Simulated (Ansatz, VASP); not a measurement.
## SnO in VASP and in Ansatz

The input INCAR:

```
SYSTEM = SnO
PREC = Accurate
ENCUT = 910
EDIFF = 1E-8
ISMEAR = -1
SIGMA = 0.02
LREAL = .FALSE.
LASPH = .TRUE.
NELM = 120
ALGO = Normal
ISIF = 2
LWAVE = .FALSE.
LCHARG = .FALSE.
GGA = CA
LEFG = .TRUE.
NBANDS = 28
GGA_COMPAT = .FALSE.
```

Contents of KPOINTS:

```
regular mesh
0
G
  6 6 5
  0 0 0
```

The input POSCAR:

```
SnO
1.0
    3.7243863853      0.0000000000      0.0000000000
    0.0000000000      3.7243863853      0.0000000000
    0.0000000000      0.0000000000      4.7372784218
Sn O
2 2
Direct
    0.0000000000      0.5000000000      0.2385000000
    0.5000000000      0.0000000000      0.7615000000
    0.0000000000      0.0000000000      0.0000000000
    0.5000000000      0.5000000000      0.0000000000
```

Input for Ansatz:

```yaml
crystal:
  lattice:
    - [3.7243863853, 0.0, 0.0]
    - [0.0, 3.7243863853, 0.0]
    - [0.0, 0.0, 4.7372784218]
  atoms:
    - { symbol: Sn, position: [0.0, 0.5, 0.2385] }
    - { symbol: Sn, position: [0.5, 0.0, 0.7615] }
    - { symbol: O, position: [0.0, 0.0, 0.0] }
    - { symbol: O, position: [0.5, 0.5, 0.0] }
kpoints:
  mp_grid: { grid: [6, 6, 5] }
scf:
  occupations: { method: fermi_dirac, width: 0.02 }
hamiltonian:
  xc: lda
  pseudopotentials: { kind: paw }
output:
  forces: true
  stress: true
  eigenvalues: true
  efg: { contact_densities: true }
```

Change from the starting cell: volume scaled by 0.94, PAW files.

Alike in both runs: task electric field gradients; functional LDA; k mesh 6 × 6 × 5; occupations fermi-dirac, width 0.02 eV; no spin polarisation.

|  | VASP | Ansatz |
| --- | --- | --- |
| version | VASP 6.6.1 | Ansatz 0.2.0 |
| potentials or method | VASP PAW LDA potentials, release 64 (Sn_d, O_h) | PAW with Ansatz's default frozen-core files, scalar-relativistic |
| plane-wave cutoff (eV) | 910 | 420 |
| valence electrons in the cell | 40 | 40 |

```tsv
	VASP	Ansatz	Ansatz less VASP
rms of the force components (eV/Å)	0.333	0.285	-0.0483
size of Vzz on the site where it differs most (V/Å²)	172.2	179.3	+7.12
```

LDA's correlation is that of Perdew and Zunger in VASP and of Perdew and Wang (1992) in Ansatz. Atom by atom the forces differ by 0.048 eV/Å (rms over components).

Noted on VASP's run: the cutoff is short for stress, so the pressure is rough.
